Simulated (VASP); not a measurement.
# CsSnBr3 (Pm-3m) in VASP: single point with HSE06

Aim: the single point of CsSnBr3 with HSE06.

Program: VASP 6.6.1. These are calculated values, not measurements. Logs are shortened: lines on timing, memory, paths and dates and some standing lists are left out, and cuts for length are marked.

### Step 1. The cell of the first run

Symmetry: Pm-3m, No. 221, cubic system. Conventional cell: a = 5.750 Å, b = 5.750 Å, c = 5.750 Å, α = 90.00°, β = 90.00°, γ = 90.00°. Within 5.3 Å of Cs (site symmetry m-3m) lie 12 Br at 4.07 Å and 8 Sn at 4.98 Å. Sn (site symmetry m-3m) has 6 Br at 2.88 Å within 3.8 Å. Br (site symmetry 4/mmm) has 2 Sn at 2.88 Å within 3.8 Å.

### Step 2. Single point, HSE06

POSCAR reads:

```
CsSnBr3
1.0
    5.7500000000      0.0000000000      0.0000000000
    0.0000000000      5.7500000000      0.0000000000
    0.0000000000      0.0000000000      5.7500000000
Cs Sn Br
1 1 3
Direct
    0.0000000000      0.0000000000      0.0000000000
    0.5000000000      0.5000000000      0.5000000000
    0.5000000000      0.5000000000      0.0000000000
    0.0000000000      0.5000000000      0.5000000000
    0.5000000000      0.0000000000      0.5000000000
```

INCAR.step1 reads:

```
SYSTEM = CsSnBr3
PREC = Accurate
ENCUT = 400
EDIFF = 1E-5
ISMEAR = -1
SIGMA = 0.05
LREAL = .False.
LASPH = .True.
NELM = 120
ALGO = Normal
ISIF = 2
LWAVE = .True.
LCHARG = .False.
NBANDS = 30
GGA = PE
GGA_COMPAT = .False.
KPAR = 4
```

INCAR.step2 reads:

```
SYSTEM = CsSnBr3
PREC = Accurate
ENCUT = 400
EDIFF = 1E-6
ISMEAR = -1
SIGMA = 0.05
LREAL = .False.
LASPH = .True.
NELM = 120
ALGO = Normal
ISIF = 2
LWAVE = .False.
LCHARG = .False.
GGA = PE
LHFCALC = .True.
HFSCREEN = 0.2079
PRECFOCK = Normal
NBANDS = 30
ISTART = 1
GGA_COMPAT = .False.
KPAR = 4
```

KPOINTS reads:

```
Automatic mesh
0
Gamma
  4 4 4
  0 0 0
```

Potentials or basis: VASP PAW PBE potentials, release 64 (Cs_sv, Sn_d, Br).

The run is started by

```sh
$ cat potpaw_PBE.64/Cs_sv/POTCAR potpaw_PBE.64/Sn_d/POTCAR potpaw_PBE.64/Br/POTCAR > POTCAR
$ cp INCAR.step1 INCAR
$ mpirun -np 4 vasp_std > vasp.out
$ cp INCAR.step2 INCAR
$ mpirun -np 4 vasp_std > vasp.out
```

OUTCAR:

```text
SYSTEM = CsSnBr3
   PREC = Accurate
   ENCUT = 400
   EDIFF = 1E-6
   ISMEAR = -1
   LREAL = .False.
   LASPH = .True.
   NELM = 120
   ISIF = 2
   GGA = PE
   LHFCALC = .True.
   HFSCREEN = 0.2079
   PRECFOCK = Normal
   ISTART = 1

 ion  position               nearest neighbor table
   1  0.000  0.000  0.000-
   2  0.500  0.500  0.500-   3 2.88   4 2.88   5 2.88   3 2.88   5 2.88   4 2.88
   3  0.500  0.500  0.000-   2 2.88   2 2.88
   4  0.000  0.500  0.500-   2 2.88   2 2.88
   5  0.500  0.000  0.500-   2 2.88   2 2.88

  LATTYP: Found a simple cubic cell.
 ALAT       =     5.7500000000

  Lattice vectors:

 A1 = (   5.7500000000,   0.0000000000,   0.0000000000)
 A2 = (   0.0000000000,   5.7500000000,   0.0000000000)
 A3 = (   0.0000000000,   0.0000000000,   5.7500000000)

Analysis of symmetry for initial positions (statically):
=====================================================================
 Subroutine PRICEL returns:
 Original cell was already a primitive cell.

 Routine SETGRP: Setting up the symmetry group for a
 simple cubic supercell.

 Subroutine GETGRP returns: Found 48 space group operations
 (whereof 48 operations were pure point group operations)
 out of a pool of 48 trial point group operations.

The static configuration has the point symmetry O_h .

Analysis of symmetry for dynamics (positions and initial velocities):
=====================================================================
 Subroutine PRICEL returns:
 Original cell was already a primitive cell.

 Routine SETGRP: Setting up the symmetry group for a
 simple cubic supercell.

 Subroutine GETGRP returns: Found 48 space group operations
 (whereof 48 operations were pure point group operations)
 out of a pool of 48 trial point group operations.

The dynamic configuration has the point symmetry O_h .

 Subroutine INISYM returns: Found 48 space group operations
 (whereof 48 operations are pure point group operations),
 and found     1 'primitive' translations

----------------------------------------------------------------------------------------

                                     Primitive cell

  volume of cell :     190.1094

  direct lattice vectors                    reciprocal lattice vectors
     5.750000000  0.000000000  0.000000000     0.173913043  0.000000000  0.000000000
     0.000000000  5.750000000  0.000000000     0.000000000  0.173913043  0.000000000
     0.000000000  0.000000000  5.750000000     0.000000000  0.000000000  0.173913043

  length of vectors
     5.750000000  5.750000000  5.750000000     0.173913043  0.173913043  0.173913043

  position of ions in fractional coordinates (direct lattice)
     0.000000000  0.000000000  0.000000000
     0.500000000  0.500000000  0.500000000
     0.500000000  0.500000000  0.000000000
     0.000000000  0.500000000  0.500000000
     0.500000000  0.000000000  0.500000000

  ion indices of the primitive-cell ions
   primitive index   ion index
                 1           1
                 2           2
                 3           3
                 4           4
                 5           5

----------------------------------------------------------------------------------------

 KPOINTS: Automatic mesh

Automatic generation of k-mesh.
 Grid dimensions read from file:
 generate k-points for:    4    4    4

 Generating k-lattice:

  Cartesian coordinates                     Fractional coordinates (reciprocal lattice)
     0.043478261  0.000000000  0.000000000     0.250000000  0.000000000  0.000000000
     0.000000000  0.043478261  0.000000000     0.000000000  0.250000000  0.000000000
     0.000000000  0.000000000  0.043478261     0.000000000  0.000000000  0.250000000

  Length of vectors
     0.043478261  0.043478261  0.043478261

  Shift w.r.t. Gamma in fractional coordinates (k-lattice)
     0.000000000  0.000000000  0.000000000

 Subroutine IBZKPT returns following result:
 ===========================================

 Found     10 irreducible k-points:

 Following reciprocal coordinates:
            Coordinates               Weight
  0.000000  0.000000  0.000000      1.000000
  0.250000  0.000000  0.000000      6.000000
  0.500000  0.000000  0.000000      3.000000
  0.250000  0.250000  0.000000     12.000000
  0.500000  0.250000  0.000000     12.000000
  0.500000  0.500000  0.000000      3.000000
  0.250000  0.250000  0.250000      8.000000
  0.500000  0.250000  0.250000     12.000000
  0.500000  0.500000  0.250000      6.000000
  0.500000  0.500000  0.500000      1.000000
   k-points           NKPTS =     10   k-points in BZ     NKDIM =     64   number of bands    NBANDS=     30
   number of dos      NEDOS =    301   number of ions     NIONS =      5
   total plane-waves  NPLWV =  64000
   dimension x,y,z NGX =    40 NGY =   40 NGZ =   40
   dimension x,y,z NGXF=    80 NGYF=   80 NGZF=   80
   ions per type =               1   1   3
   NGX,Y,Z   is equivalent  to a cutoff of  11.56, 11.56, 11.56 a.u.
   NGXF,Y,Z  is equivalent  to a cutoff of  23.13, 23.13, 23.13 a.u.
 SYSTEM =  CsSnBr3
   PREC   = accura    normal or accurate (medium, high low for compatibility)
   ISTART =      1    job   : 0-new  1-cont  2-samecut
   ICHARG =      0    charge: 1-file 2-atom 10-const
   ISPIN  =      1    spin polarized calculation?
   LNONCOLLINEAR =      F non collinear calculations
   LSORBIT =      F    spin-orbit coupling
   LASPH  =      T    aspherical Exc in radial PAW
   ENCUT  =  400.0 eV  29.40 Ry    5.42 a.u.   9.38  9.38  9.38*2*pi/ulx,y,z
   NELM   =    120;   NELMIN=  2; NELMDL=  0     # of ELM steps
   EDIFF  = 0.1E-05   stopping-criterion for ELM
   LREAL  =      F    real-space projection
   EDIFFG = 0.1E-04   stopping-criterion for IOM
   NSW    =      0    number of steps for IOM
   IBRION =     -1    ionic relax: 0-MD 1-quasi-New 2-CG
   NFREE  =      0    steps in history (QN), initial steepest desc. (CG)
   ISIF   =      2    stress and relaxation
   ISYM   =      3    0-nonsym 1-usesym 2-fastsym
   POTIM  = 0.5000    time-step for ionic-motion
   TEBEG  =    0.0;   TEEND  =   0.0 temperature during run
   PSTRESS=    0.0 pullay stress
   NELECT =      44.0000    total number of electrons
   NUPDOWN=      -1.0000    fix difference up-down
   EMIN   =  10.00;   EMAX   =-10.00  energy-range for DOS
   EFERMI =   0.00;   METHOD = LEGACY
   ISMEAR =    -1;   SIGMA  =   0.05  broadening in eV -4-tet -1-fermi 0-gaus
   EFERMI_NEDOS =   21; number of points for ismear=-14 and -15
   IALGO  =     38    algorithm
   IMIX   =      1    mixing-type and parameters
     AMIX     =   0.40;   BMIX     =  1.00
     AMIX_MAG =   1.60;   BMIX_MAG =  1.00
  volume/ion in A,a.u.               =      38.02       256.58
  Fermi-wavevector in a.u.,A,eV,Ry     =   1.005135  1.899430 13.745926  1.010297
  Thomas-Fermi vector in A             =   2.137796
   LORBIT       =      0    0 simple, 1 ext, 2 COOP (PROOUT), +10 PAW based schemes
   GGA     = PE    functional components
   LHFCALC =     T    Hartree Fock is set to
   PRECFOCK=normal    Normal, Fast or Accurate (Low or Medium for compatibility)
   ENCUT4O =  -1.0   cutoff for four orbital integrals eV
   NKREDX  =     1    reduce k-point grid by
   NKREDY  =     1    reduce k-point grid by
   NKREDZ  =     1    reduce k-point grid by
   AEXX    =    0.2500 exact exchange contribution
   HFSCREEN=    0.2079 screening length (either q_TF or 0.3 A-1)
   HFSCREENC=   0.2079 screening length for correlation (either q_TF or 0.3 A-1)
   ENCUTFOCK=  -1.0 apply spherical cutoff to Coloumb kernel
   IVDW    =     0    specifies the selected vdW correction
   LEPSILON=     F    determine dielectric tensor
   LRPA    =     F    only Hartree local field effects (RPA)
 non-spin polarized calculation
  energy-cutoff  :      400.00
  volume of cell :      190.11
 maximum number of plane-waves:      3468
 NGX is ok and might be reduce to    40
  NGX = 30; NGY = 30; NGZ = 30

 number of electron      44.0000012 magnetization

 Free energy of the ion-electron system (eV)
  ---------------------------------------------------
  ext. energy  EPLUGINS =         0.00000000
  ---------------------------------------------------
  free energy    TOTEN  =       -18.70839379 eV

  energy without entropy =      -18.70833180  energy(sigma->0) =      -18.70836280

 E-fermi :   2.8719     XC(G=0):  -6.5789

 val. band max:        2.5751246220   @ k =   0.5000   0.5000   0.5000
 cond. band min:       3.2241095819   @ k =   0.5000   0.5000   0.5000
 fundamental gap:      0.6489849599
 Fermi energy:         2.8718733730

 k-point     1 :       0.0000    0.0000    0.0000
  band No.  band energies     occupation
      1     -22.1658      2.00000
      2     -22.1658      2.00000
      3     -22.1188      2.00000
      4     -22.1188      2.00000
      5     -22.1188      2.00000
      6     -21.8939      2.00000
[... 22 lines left out ...]
     29       8.3319      0.00000
     30       8.3319      0.00000

 k-point     2 :       0.2500    0.0000    0.0000
  band No.  band energies     occupation
      1     -22.1658      2.00000
      2     -22.1621      2.00000
      3     -22.1191      2.00000
      4     -22.1191      2.00000
      5     -22.1188      2.00000
      6     -21.8930      2.00000
[... 22 lines left out ...]
     29       7.1448      0.00000
     30       8.2172      0.00000

 k-point     3 :       0.5000    0.0000    0.0000
  band No.  band energies     occupation
      1     -22.1658      2.00000
      2     -22.1584      2.00000
      3     -22.1192      2.00000
      4     -22.1192      2.00000
      5     -22.1189      2.00000
      6     -21.8920      2.00000
[... 220 lines left out ...]
     29       7.5372      0.00000
     30       8.1383      0.00000

 k-point    10 :       0.5000    0.5000    0.5000
  band No.  band energies     occupation
      1     -22.1545      2.00000
      2     -22.1545      2.00000
      3     -22.1197      2.00000
      4     -22.1197      2.00000
      5     -22.1197      2.00000
      6     -21.8891      2.00000
[... 22 lines left out ...]
     29       7.2310      0.00000
     30       8.6285      0.00000

------------------------ aborting loop because EDIFF is reached ----------------------------------------

  FORCE on cell =-STRESS in cart. coord.  units (eV):
  Direction    XX          YY          ZZ          XY          YZ          ZX
  --------------------------------------------------------------------------------------
  -------------------------------------------------------------------------------------
  Total        1.7363957      1.7363957      1.7363957     -0.0000000      0.0000000     -0.0000000
  in kB       14.6337543     14.6337543     14.6337543     -0.0000000      0.0000000     -0.0000000
  external PRESSURE =      14.6337543 kB  Pullay stress =       0.0000000 kB

 VOLUME and BASIS-vectors are now :
 -----------------------------------------------------------------------------
  energy-cutoff  :      400.00
  volume of cell :      190.11
      direct lattice vectors                 reciprocal lattice vectors
     5.750000000  0.000000000  0.000000000     0.173913043  0.000000000  0.000000000
     0.000000000  5.750000000  0.000000000     0.000000000  0.173913043  0.000000000
     0.000000000  0.000000000  5.750000000     0.000000000  0.000000000  0.173913043

 POSITION                                       TOTAL-FORCE (eV/Angst)
 -----------------------------------------------------------------------------------
      0.00000      0.00000      0.00000         0.000000      0.000000      0.000000
      2.87500      2.87500      2.87500         0.000000      0.000000      0.000000
      2.87500      2.87500      0.00000         0.000000      0.000000      0.000000
      0.00000      2.87500      2.87500         0.000000      0.000000      0.000000
      2.87500      0.00000      2.87500         0.000000      0.000000      0.000000
 -----------------------------------------------------------------------------------
    total drift:                               -0.000006     -0.000005     -0.000007

  FREE ENERGIE OF THE ION-ELECTRON SYSTEM (eV)
  ---------------------------------------------------
  free  energy   TOTEN  =       -18.7083937920 eV

  energy  without entropy=      -18.7083317986  energy(sigma->0) =      -18.70836280
```

It took 47 min on 4 MPI ranks of Intel Xeon Platinum 8259CL at 2.50GHz (Skylake/Cascade Lake), shared host; peak memory 0.39 GiB.

What came out:

```yaml
Free_energy: -18.7084 eV
Pressure: 1.5 GPa
Band_gap_on_the_k_mesh: 0.65 eV
```

Levels at points of the mesh, in eV from the valence-band top:
| k point | band 20 | band 21 | band 22 | band 23 | band 24 | band 25 |
| --- | --- | --- | --- | --- | --- | --- |
| (0.00, 0.00, 0.00) | -3.88 | -3.88 | -3.88 | 2.46 | 3.42 | 3.42 |
| (0.50, 0.00, 0.00) | -4.03 | -4.03 | -2.50 | 1.77 | 3.99 | 4.59 |
| (0.50, 0.50, 0.00) | -4.27 | -3.50 | -1.22 | 1.25 | 1.25 | 4.48 |
| (0.50, 0.50, 0.50) | -3.48 | -3.48 | 0.00 | 0.65 | 0.65 | 0.65 |

Caveat: the PAW data sets were made with another functional, which shifts forces and pressure a little; spin-orbit coupling is left out, which moves the levels of the heavy elements. A k mesh can miss the band edges.
